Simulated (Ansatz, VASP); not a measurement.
# One calculation of MoS2, two programs

File INCAR:

```
PREC = Accurate
ENCUT = 500
EDIFF = 1E-6
ISMEAR = 0
SIGMA = 0.01
LREAL = F
LASPH = T
NELM = 120
ALGO = Normal
ISIF = 2
LWAVE = F
LCHARG = F
NBANDS = 35
GGA_COMPAT = F
```

The input KPOINTS:

```
Automatic mesh
0
Gamma
  6 6 2
```

File POSCAR:

```
MoS2
1.0
    3.1846118734      0.0000000000      0.0000000000
   -1.5923059367      2.7579547835      0.0000000000
    0.0000000000      0.0000000000     11.9726665399
Mo S
2 4
Direct
    0.3333333333      0.6666666667      0.2500000000
    0.6666666667      0.3333333333      0.7500000000
    0.3333333333      0.6666666667      0.6219542312
    0.6666666667      0.3333333333      0.1219542312
    0.3333333333      0.6666666667      0.8780457688
    0.6666666667      0.3333333333      0.3780457688
```

Input for Ansatz:

```yaml
crystal:
  lattice:
    - [3.18461187337, 0.0, 0.0]
    - [-1.59230593669, 2.75795478353, 0.0]
    - [0.0, 0.0, 11.97266653994]
  atoms:
    - { symbol: Mo, position: [0.333333333333, 0.666666666667, 0.25] }
    - { symbol: Mo, position: [0.666666666667, 0.333333333333, 0.75] }
    - { symbol: S, position: [0.333333333333, 0.666666666667, 0.621954231188] }
    - { symbol: S, position: [0.666666666667, 0.333333333333, 0.121954231188] }
    - { symbol: S, position: [0.333333333333, 0.666666666667, 0.878045768812] }
    - { symbol: S, position: [0.666666666667, 0.333333333333, 0.378045768812] }
kpoints:
  mp_grid: { grid: [6, 6, 2] }
scf:
  occupations: { method: fixed }
  convergence: { dr2_threshold: 1.0e-10 }
hamiltonian:
  xc: lda
  pseudopotentials: { kind: all_electron, lapw: { basis_error: 0.0005 } }
output:
  forces: true
  stress: true
  eigenstates:
    kpoints:
      - [0.0, 0.0, 0.0]
      - [-0.358827612, 0.179413805, 3.0e-09]
      - [-0.179413807, -0.179413805, 3.0e-09]
      - [-0.179413807, 0.358827612, 3.0e-09]
      - [0.0, 0.0, -0.5]
      - [-0.5, 0.0, 0.0]
      - [-0.5, 0.5, 0.0]
      - [0.0, -0.5, 0.0]
      - [-0.5, 0.0, -0.5]
      - [-0.5, 0.5, -0.5]
      - [0.0, -0.5, -0.5]
  eigenvalues: true
```

Change from the starting cell: film at in-plane strain +0.02.

Alike in both runs: task single point; functional LDA; k mesh 6 × 6 × 2; no spin polarisation.

```csv
,VASP,Ansatz
version,VASP 6.6.1,Ansatz 0.2.0
potentials or method,"VASP PAW LDA potentials, release 64 (Mo_sv, S), cutoff 500 eV","all-electron LAPW, scalar-relativistic"
occupations,"gaussian, width 0.01 eV",fixed
```

Ansatz gave:

| Quantity | Value |
| --- | --- |
| gap on the k mesh at the Fermi level (eV) | 0.66 |
| pressure (GPa) | -3.7 |
| traceless stress, the component that is largest in VASP (GPa) | 3.72 |
| rms of the force components (eV/Å) | 0.002 |

**Question.** What did VASP give for the same quantities?

**Answer.** gap on the k mesh at the Fermi level (eV): 0.67; pressure (GPa): -3.6; traceless stress, the component that is largest in VASP (GPa): 3.69; rms of the force components (eV/Å): 0.007.

LDA's correlation is that of Perdew and Zunger in VASP and of Perdew and Wang (1992) in Ansatz. Atom by atom the forces differ by 0.005 eV/Å (rms over components). Ansatz ran all-electron here, and VASP with PAW potentials.
